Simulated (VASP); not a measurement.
Li: single point with PBEsol+D4

The system is Li.

```
CELL_PARAMETERS angstrom
0.00000 2.13791 2.13791
2.13791 0.00000 2.13791
2.13791 2.13791 0.00000
ATOMIC_POSITIONS crystal
Li 0.00000 0.00000 0.00000
```

```
Program             : VASP 6.6.1
Task                : single point
Functional          : PBEsol
Dispersion          : D4
Potentials or basis : VASP PAW PBE potentials, release 64 (Li_sv)
Cutoff              : 520 eV
k mesh              : 10 × 10 × 10
Occupations         : fermi-dirac, width 0.05 eV
Spin                : no spin polarisation
```

```
Dispersion energy per atom : -0.012 eV
```

Levels at points of the mesh, in eV from the Fermi level:
```csv
k point,band 1,band 2,band 3,band 4,band 5,band 6,band 7
"(0.00, 0.00, 0.00)",-45.79,-3.54,14.80,14.80,14.80,18.71,18.71
"(0.50, 0.00, 0.00)",-45.77,0.02,3.11,13.03,13.03,17.01,17.01
"(0.50, 0.50, 0.00)",-45.77,1.61,4.90,8.70,8.71,10.91,15.97
```

Run time: 5.4 s on 1 thread of AMD EPYC 7R13 Processor (Zen 3), on a shared host, peak memory 0.1 GiB.
